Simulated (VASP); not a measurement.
Input of a VASP 6.6.1 run:

INCAR

```
SYSTEM = AlNi
PREC = Accurate
ENCUT = 520
EDIFF = 1E-7
ISMEAR = 0
SIGMA = 0.15
LREAL = .False.
LASPH = .True.
NELM = 100
ALGO = Fast
ISIF = 2
LWAVE = .False.
LCHARG = .False.
GGA = PE
NBANDS = 14
```

Contents of KPOINTS:

```
Automatic mesh
0
Gamma
  16 16 16
  0 0 0
```

The input POSCAR:

```
AlNi
1.0
    2.1447433238     -2.1447078321      0.0000000000
    2.1447433238      2.1447078321      0.0000000000
    0.0000000000      0.0000000000      2.9004437058
Al Ni
1 1
Direct
    0.0000000000      0.0000000000      0.0000000000
    0.5000000000      0.5000000000      0.5000000000
```

Potentials or basis: VASP PAW PBE potentials, release 64 (Al, Ni).

Command:

```console
$ cat potpaw_PBE.64/Al/POTCAR potpaw_PBE.64/Ni/POTCAR > POTCAR
$ mpirun -np 1 vasp_std > vasp.out
```

Problem. What does it give for the band gap on the k mesh?

Solution. Zero (an odd number of electrons rules out a gap without spin polarisation).

Problem. What does it give for the pressure?

Solution. -12.5 GPa.

Stress tensor (GPa, compression positive):
```
-13.39   0.00   0.00
  0.00 -13.38   0.00
  0.00   0.00 -10.58
```

Caveat: the cell stands under tension. Spin polarisation is off, so any magnetic state and its effect on volume and gap are missing.
